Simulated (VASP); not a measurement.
Set up this calculation in VASP 6.6.1, as the native input.

```yaml
Task: single point
Functional: HSE06
Potentials_or_basis: VASP PAW PBE potentials, release 64 (H, Pb_d, N, O)
Cutoff: 520 eV
k_mesh: 3 × 2 × 2
Occupations: fermi-dirac, width 0.05 eV
Spin: no spin polarisation
Dipole_correction: no
Grid_for_exact_exchange_PRECFOCK: Fast
Further_INCAR_settings: ALGO = Normal; EDIFF = 1e-07; NBANDS = 31
Share_of_exact_exchange: 0.25
Screening_parameter: 0.2079 1/Å
```

HPbNO4:

```
H Pb N O
1.0
     3.85404    0.14384    0.09012
    -0.25320    5.52698    0.16471
    -0.48197   -1.92720    5.72025
H Pb N O
1 1 1 4
Direct
  0.10913 0.65718 0.54463
  0.61029 0.52127 0.15100
  0.91580 0.96263 0.95867
  0.01384 0.13639 0.88084
  0.72398 0.01057 0.12858
  0.00389 0.73732 0.87043
  0.11927 0.59324 0.37651
```

One way to write it, as run:

POSCAR

```
HPbNO4
1.0
    3.8540400000      0.1438400000      0.0901200000
   -0.2532000000      5.5269800000      0.1647100000
   -0.4819700000     -1.9272000000      5.7202500000
H Pb N O
1 1 1 4
Direct
    0.1091300000      0.6571800000      0.5446300000
    0.6102900000      0.5212700000      0.1510000000
    0.9158000000      0.9626300000      0.9586700000
    0.0138400000      0.1363900000      0.8808400000
    0.7239800000      0.0105700000      0.1285800000
    0.0038900000      0.7373200000      0.8704300000
    0.1192700000      0.5932400000      0.3765100000
```

INCAR.step1

```
PREC = Accurate ; ENCUT = 520
EDIFF = 1E-5 ; ISMEAR = -1
SIGMA = 0.05 ; LREAL = F
LASPH = T ; NELM = 60
ALGO = Normal ; ISIF = 2
LWAVE = T ; LCHARG = F
NBANDS = 31 ; GGA = PE
```

INCAR.step2

```
PREC = Accurate ; ENCUT = 520
EDIFF = 1E-7 ; ISMEAR = -1
SIGMA = 0.05 ; LREAL = F
LASPH = T ; NELM = 60
ALGO = Normal ; ISIF = 2
LWAVE = F ; LCHARG = F
GGA = PE ; LHFCALC = T
HFSCREEN = 0.2079 ; PRECFOCK = Fast
NBANDS = 31 ; ISTART = 1
```

KPOINTS

```
Automatic mesh
0
Gamma
  3 2 2
```

Potentials or basis: VASP PAW PBE potentials, release 64 (H, Pb_d, N, O).

Command:

```bash
$ cat potpaw_PBE.64/H/POTCAR potpaw_PBE.64/Pb_d/POTCAR potpaw_PBE.64/N/POTCAR potpaw_PBE.64/O/POTCAR > POTCAR
$ cp INCAR.step1 INCAR
$ mpirun -np 1 vasp_std > vasp.out
$ cp INCAR.step2 INCAR
$ mpirun -np 1 vasp_std > vasp.out
```

Results of the run:

```yaml
Pressure: -2.6 GPa
Largest_force: 1.071 eV/Å
Band_gap_on_the_k_mesh: 4.46 eV (least direct gap 4.59 eV)
```

Caveat: the k points lie up to 0.59 Å⁻¹ apart; the standard files for N, O and F lose accuracy on very short bonds; the PAW data sets were made with another functional, which shifts forces and pressure a little; spin-orbit coupling is left out, which moves the levels of the heavy elements; an odd mesh through Γ misses points on the zone boundary, where band edges can lie.

It took 7.5 min on 1 thread of Intel(R) Xeon(R) Platinum 8259CL CPU @ 2.50GHz (Skylake/Cascade Lake) (shared host), peak memory 0.37 GiB.
